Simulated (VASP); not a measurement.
Set up this calculation in VASP 6.6.1, as the native input.

| Item | Value |
| --- | --- |
| Task | single point |
| Functional | PBE |
| Potentials or basis | VASP PAW PBE potentials, release 64 (Mg, Se) |
| Cutoff | 520 eV |
| k mesh | 10 × 10 × 10 |
| Occupations | gaussian, width 0.1 eV |
| Spin | no spin polarisation |
| Dipole correction | no |
| Further INCAR settings | ALGO = Normal; EDIFF = 1e-06; NBANDS = 14 |

The structure of Mg3Se lies in POSCAR:

```
Mg3Se
1.0
    4.4588678581      0.0000000000      0.0000000000
    0.0000000000      4.4588678581      0.0000000000
    0.0000000000      0.0000000000      4.4646734008
Mg Se
3 1
Direct
    0.0000000000      0.5000000000      0.0000000000
    0.5000000000      0.0000000000      0.0000000000
    0.5000000000      0.5000000000      0.5000000000
    0.0000000000      0.0000000000      0.5000000000
```

The input as run:

INCAR

```
  ALGO = Normal
  EDIFF = 1E-6
  ENCUT = 520
  GGA = PE
  ISIF = 2
  ISMEAR = 0
  LASPH = True
  LCHARG = False
  LREAL = False
  LWAVE = False
  NBANDS = 14
  NELM = 100
  PREC = Accurate
  SIGMA = 0.1
```

KPOINTS

```
k-points
0
Gamma
  10 10 10
```

Potentials or basis: VASP PAW PBE potentials, release 64 (Mg, Se).

Command:

```sh
$ cat potpaw_PBE.64/Mg/POTCAR potpaw_PBE.64/Se/POTCAR > POTCAR
$ mpirun -np 1 vasp_std > vasp.out
```

It gave:

```yaml
Pressure: -0.1 GPa
Band_gap_on_the_k_mesh: zero (band 6 reaches 4.66 eV, above the bottom of band 7 at 2.15 eV)
```

Run time: 120 s on 1 thread of Intel(R) Xeon(R) Platinum 8488C (Sapphire Rapids) (shared host), peak memory 0.31 GiB.
